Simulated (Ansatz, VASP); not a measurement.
## Pd2Pt: VASP beside Ansatz

```
Pd Pt
1.0
     0.00000    3.03253    3.03253
     3.03253    0.00000    3.03253
     3.03253    3.03253    0.00000
Pd Pt
2 1
Direct
  0.25000 0.25000 0.25000
  0.75000 0.75000 0.75000
  0.00000 0.00000 0.00000
```

Alike in both runs: functional PBE; k mesh 6 × 6 × 6; occupations gaussian, width 0.1 eV; no spin polarisation.

Ansatz relaxed the structure, and its values are those at the end. VASP's run is a single point on that final structure, the one shown.

|  | VASP | Ansatz |
| --- | --- | --- |
| version | VASP 6.6.1 | Ansatz 0.2.0 |
| potentials or method | VASP PAW PBE potentials, release 64 (Pd, Pt), cutoff 520 eV | scalar-relativistic, plane waves, PAW |
| valence electrons in the cell | 30 | 54 |

Ansatz gave:

| Quantity | Value |
| --- | --- |
| gap on the k mesh at the Fermi level (eV) | none |
| pressure (GPa) | 0.1 |

What did VASP give for the same quantities?

gap on the k mesh at the Fermi level (eV): none; pressure (GPa): -0.3.

A gap of «none» marks a metal or a gap that the smearing closes. VASP's potentials hold 30 valence electrons a cell and Ansatz's 54, so a difference there can come from the potentials and not from the codes.

Neither program's run includes spin-orbit coupling.
